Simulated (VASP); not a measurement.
# KCd2P2: single point with PBE

Crystal: KCd2P2.

```
K Cd P
1.0
     4.93935    0.00000    0.00000
    -2.46967    4.27760    0.00000
     0.00000    0.00000    6.52459
K Cd P
1 2 2
Direct
  0.66667 0.33333 0.00000
  0.66667 0.33333 0.50000
  0.33333 0.66667 0.00000
  0.00000 0.00000 0.67000
  0.00000 0.00000 0.33000
```

The cell was built from a structure type or drawn by symmetry, and may not be a known phase.

| Property | Result |
| --- | --- |
| Program | VASP 6.6.1 |
| Task | single point |
| Functional | PBE |
| Potentials or basis | VASP PAW PBE potentials, release 64 (K_sv, Cd, P) |
| Cutoff | 500 eV |
| k mesh | 6 × 6 × 2 |
| Occupations | gaussian, width 0.1 eV |
| Spin | no spin polarisation |
| Dipole correction | no |
| Further INCAR settings | ALGO = Normal; EDIFF = 1e-06; NBANDS = 30 |

```json
{
  "Pressure": "0.3 GPa",
  "Largest force": "0.035 eV/Å",
  "Band gap on the k mesh": "zero (an odd number of electrons rules out a gap without spin polarisation)"
}
```

Forces on the atoms (eV/Å):
```
K    0.000  0.000  0.000
Cd   0.000  0.000  0.000
Cd   0.000  0.000  0.000
P    0.000  0.000 -0.035
P    0.000  0.000  0.035
```

Stress tensor (GPa, compression positive):
```
 0.44  0.00  0.00
 0.00  0.44  0.00
 0.00  0.00 -0.04
```

Levels at points of the mesh, in eV from the Fermi level:
```csv
k point,band 17,band 18,band 19,band 20,band 21,band 22,band 23,band 24,band 25,band 26
"(0.00, 0.00, 0.00)",-4.47,-2.19,-2.19,-1.71,-0.33,0.43,0.43,2.21,2.21,2.52
"(0.50, 0.00, 0.00)",-4.84,-3.44,-2.77,-1.88,-1.14,0.23,0.97,3.00,3.18,3.65
"(0.00, 0.00, 0.50)",-2.76,-2.29,-2.12,-2.12,-1.43,-0.02,-0.02,2.04,3.32,3.32
"(0.50, 0.00, 0.50)",-4.52,-2.92,-2.70,-2.60,-0.09,-0.04,0.26,1.33,3.67,3.96
```

It took 28 s on 1 thread of Intel(R) Xeon(R) Platinum 8559C (Emerald Rapids), with other jobs on the host, peak memory 0.25 GiB.

Caveat: the k points lie up to 0.48 Å⁻¹ apart, too coarse for converged energies and pressures of a metal.
